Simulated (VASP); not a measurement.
A run of VASP 6.6.1 is set up as follows.

Contents of INCAR:

```
ALGO     = Normal         # electronic algorithm
DIPOL    = 0.5 0.5 0.347
EDIFF    = 1E-6           # SCF threshold, eV
ENCUT    = 520            # plane-wave cutoff, eV
GGA      = PE             # functional
IDIPOL   = 3            
ISIF     = 2              # what is computed and relaxed
ISMEAR   = -1             # smearing method
LASPH    = True           # aspherical terms in the spheres
LCHARG   = False          # write CHGCAR
LDIPOL   = True         
LREAL    = False          # projectors in reciprocal space
LWAVE    = False          # write WAVECAR
NBANDS   = 12             # bands
NELM     = 100            # most SCF steps
PREC     = Accurate       # precision mode
SIGMA    = 0.02           # smearing width, eV
```

KPOINTS

```
k-points
0
Gamma
  12 12 1
```

POSCAR

```
As
1.0
    3.6043654847      0.0000000000      0.0000000000
   -1.8021827423      3.1214720742      0.0000000000
    0.0000000000      0.0000000000     26.4156438000
As
2
Direct
    0.3333333333      0.6666666667      0.3202006446
    0.6666666667      0.3333333333      0.3728667680
```

Potentials or basis: VASP PAW PBE potentials, release 64 (As).

Run with:

```console
$ cat potpaw_PBE.64/As/POTCAR > POTCAR
$ mpirun -np 1 vasp_std > vasp.out
```

(1) Predict the largest force.

(2) What does it give for the band gap on the k mesh?

Results:

(1) 0.086 eV/Å.

(2) 1.63 eV, indirect (least direct gap 1.95 eV).
